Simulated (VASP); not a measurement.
## AlSi23C24 (a cell with a defect): electric field gradients with PBE

System: AlSi23C24 (a cell with a defect).

```
Al Si C
1.0
     6.19000    0.00000    0.00000
    -3.09500    5.36070    0.00000
     0.00000    0.00000   15.17000
Al Si C
1 23 24
Direct
  0.00000 0.00000 0.12500
  0.00000 0.50000 0.12500
  0.50000 0.00000 0.12500
  0.50000 0.50000 0.12500
  0.00000 0.00000 0.62500
  0.00000 0.50000 0.62500
  0.50000 0.00000 0.62500
  0.50000 0.50000 0.62500
  0.16667 0.33333 0.29170
  0.16667 0.83333 0.29170
  0.66667 0.33333 0.29170
  0.66667 0.83333 0.29170
  0.33333 0.16667 0.79170
  0.33333 0.66667 0.79170
  0.83333 0.16667 0.79170
  0.83333 0.66667 0.79170
  0.16667 0.33333 0.95830
  0.16667 0.83333 0.95830
  0.66667 0.33333 0.95830
  0.66667 0.83333 0.95830
  0.33333 0.16667 0.45830
  0.33333 0.66667 0.45830
  0.83333 0.16667 0.45830
  0.83333 0.66667 0.45830
  0.00000 0.00000 0.00000
  0.00000 0.50000 0.00000
  0.50000 0.00000 0.00000
  0.50000 0.50000 0.00000
  0.00000 0.00000 0.50000
  0.00000 0.50000 0.50000
  0.50000 0.00000 0.50000
  0.50000 0.50000 0.50000
  0.16667 0.33333 0.16670
  0.16667 0.83333 0.16670
  0.66667 0.33333 0.16670
  0.66667 0.83333 0.16670
  0.33333 0.16667 0.66670
  0.33333 0.66667 0.66670
  0.83333 0.16667 0.66670
  0.83333 0.66667 0.66670
  0.16667 0.33333 0.83330
  0.16667 0.83333 0.83330
  0.66667 0.33333 0.83330
  0.66667 0.83333 0.83330
  0.33333 0.16667 0.33330
  0.33333 0.66667 0.33330
  0.83333 0.16667 0.33330
  0.83333 0.66667 0.33330
```

* Program: VASP 6.6.1
* Task: electric field gradients
* Functional: PBE
* Potentials or basis: VASP PAW PBE potentials, release 64 (Al, Si, C)
* Cutoff: 520 eV
* k mesh: 4 × 4 × 2
* Occupations: fermi-dirac, width 0.01 eV
* Spin: no spin polarisation
* Dipole correction: no
* Charge: -2
* Further INCAR settings: LREAL = Auto; ALGO = Normal; EDIFF = 1e-08; NBANDS = 126; NELECT = 193.0

```
Largest force                           : 2.567 eV/Å
Largest electric field gradient by atom : Al +1.6; Si +6.8, -1.2, -1.6, -8.5, -2.5, +2.9, +4.2, -7.8, +5.0, -3.6, -6.3 (each value once); C -15.3, -1.2, +0.8, +0.7, -18.8, +3.4, -0.5, -1.0, -2.1, -0.8, +1.3, +0.9 (each value once) V/Å²
```

Forces on the atoms (eV/Å):
```
Al   0.000  0.000  0.302
Si   0.652  0.376  0.810
Si   0.000 -0.752  0.810
Si  -0.652  0.376  0.810
Si   0.000  0.000  0.184
Si   0.019  0.011  0.156
Si   0.000 -0.022  0.156
Si  -0.019  0.011  0.156
Si   0.000  0.155 -0.923
Si   0.134 -0.077 -0.923
Si   0.000  0.000 -0.251
Si  -0.134 -0.077 -0.923
Si  -0.056 -0.032  0.181
Si   0.000  0.000  0.092
Si   0.056 -0.032  0.181
Si   0.000  0.064  0.181
Si   0.000 -0.666  0.400
Si  -0.577  0.333  0.400
Si   0.000  0.000  0.193
Si   0.577  0.333  0.400
Si   0.038  0.022 -0.320
Si   0.000  0.000 -0.436
Si  -0.038  0.022 -0.320
Si   0.000 -0.044 -0.320
C    0.000  0.000 -2.567
C   -0.031 -0.018 -0.438
C    0.000  0.036 -0.438
C    0.031 -0.018 -0.438
C    0.000  0.000  0.020
C   -0.015 -0.009  0.086
C    0.000  0.017  0.086
C    0.015 -0.009  0.086
C    0.000  1.756  0.691
C    1.521 -0.878  0.691
C    0.000  0.000 -0.017
C   -1.521 -0.878  0.691
C    0.003  0.002 -0.060
C    0.000  0.000 -0.119
C   -0.003  0.002 -0.060
C    0.000 -0.004 -0.060
C    0.000  0.164 -0.299
C    0.142 -0.082 -0.299
C    0.000  0.000 -0.189
C   -0.142 -0.082 -0.299
C    0.038  0.022  0.379
C    0.000  0.000  0.805
C   -0.038  0.022  0.379
C    0.000 -0.044  0.379
```

Levels at points of the mesh, in eV from the Fermi level:
```csv
k point,band 93,band 94,band 95,band 96,band 97,band 98,band 99,band 100
"(0.00, 0.00, 0.00)",-2.57,-2.25,-1.73,-1.73,-0.43,-0.43,-0.42,-0.10
"(0.50, 0.00, 0.00)",-3.00,-2.76,-2.67,-2.15,1.16,1.17,1.20,1.20
"(0.00, 0.00, 0.50)",-2.54,-2.54,-1.74,-1.74,-0.46,-0.45,-0.45,-0.16
"(0.50, 0.00, 0.50)",-3.11,-2.81,-2.76,-2.16,1.20,1.22,1.31,1.36
```

Electric field gradients, principal values (V/Å²):
| atom | least | middle | greatest (by size) |
| --- | --- | --- | --- |
| 1 Al | -0.812 | -0.812 | 1.625 |
| 2 Si | -1.919 | -4.877 | 6.797 |
| 3 Si | -1.919 | -4.877 | 6.797 |
| 4 Si | -1.919 | -4.878 | 6.797 |
| 5 Si | 0.625 | 0.625 | -1.249 |
| 6 Si | 0.598 | 1.024 | -1.622 |
| 7 Si | 0.598 | 1.024 | -1.622 |
| 8 Si | 0.598 | 1.024 | -1.622 |
| 9 Si | 3.505 | 5.020 | -8.525 |
| 10 Si | 3.505 | 5.019 | -8.525 |
| 11 Si | 1.238 | 1.239 | -2.477 |
| 12 Si | 3.505 | 5.020 | -8.525 |
| 13 Si | -1.183 | -1.722 | 2.905 |
| 14 Si | -2.097 | -2.097 | 4.194 |
| 15 Si | -1.182 | -1.722 | 2.905 |
| 16 Si | -1.183 | -1.722 | 2.905 |
| 17 Si | 0.075 | 7.681 | -7.756 |
| 18 Si | 0.075 | 7.681 | -7.756 |
| 19 Si | -2.516 | -2.517 | 5.033 |
| 20 Si | 0.075 | 7.681 | -7.756 |
| 21 Si | 1.647 | 1.924 | -3.570 |
| 22 Si | 3.145 | 3.145 | -6.289 |
| 23 Si | 1.647 | 1.924 | -3.570 |
| 24 Si | 1.647 | 1.924 | -3.570 |
| 25 C | 7.662 | 7.663 | -15.325 |
| 26 C | 0.180 | 1.010 | -1.190 |
| 27 C | 0.180 | 1.010 | -1.190 |
| 28 C | 0.180 | 1.010 | -1.190 |
| 29 C | -0.413 | -0.413 | 0.826 |
| 30 C | -0.198 | -0.541 | 0.739 |
| 31 C | -0.198 | -0.541 | 0.739 |
| 32 C | -0.199 | -0.541 | 0.739 |
| 33 C | 7.341 | 11.471 | -18.812 |
| 34 C | 7.340 | 11.471 | -18.811 |
| 35 C | -1.702 | -1.703 | 3.405 |
| 36 C | 7.341 | 11.471 | -18.812 |
| 37 C | 0.165 | 0.308 | -0.474 |
| 38 C | 0.497 | 0.498 | -0.995 |
| 39 C | 0.165 | 0.309 | -0.474 |
| 40 C | 0.165 | 0.308 | -0.474 |
| 41 C | 0.953 | 1.169 | -2.122 |
| 42 C | 0.954 | 1.169 | -2.122 |
| 43 C | 0.415 | 0.416 | -0.831 |
| 44 C | 0.953 | 1.169 | -2.122 |
| 45 C | -0.443 | -0.865 | 1.307 |
| 46 C | -0.466 | -0.466 | 0.932 |
| 47 C | -0.442 | -0.865 | 1.307 |
| 48 C | -0.443 | -0.865 | 1.307 |

Run time: 20 min on 1 thread of Intel(R) Xeon(R) Platinum 8259CL CPU @ 2.50GHz (Skylake/Cascade Lake) (shared host), peak memory 0.76 GiB.

Caveat: the cell carries a net charge on a neutralising background, which shifts energy and pressure; the cell is charged against a uniform background, so pressure and absolute levels hang on convention; without QUAD_EFG the Cq values of the log hold for a quadrupole moment of 1 mb, not for the nuclei; an odd number of electrons without spin polarisation forces a metal; a magnetic or distorted state may lie lower.
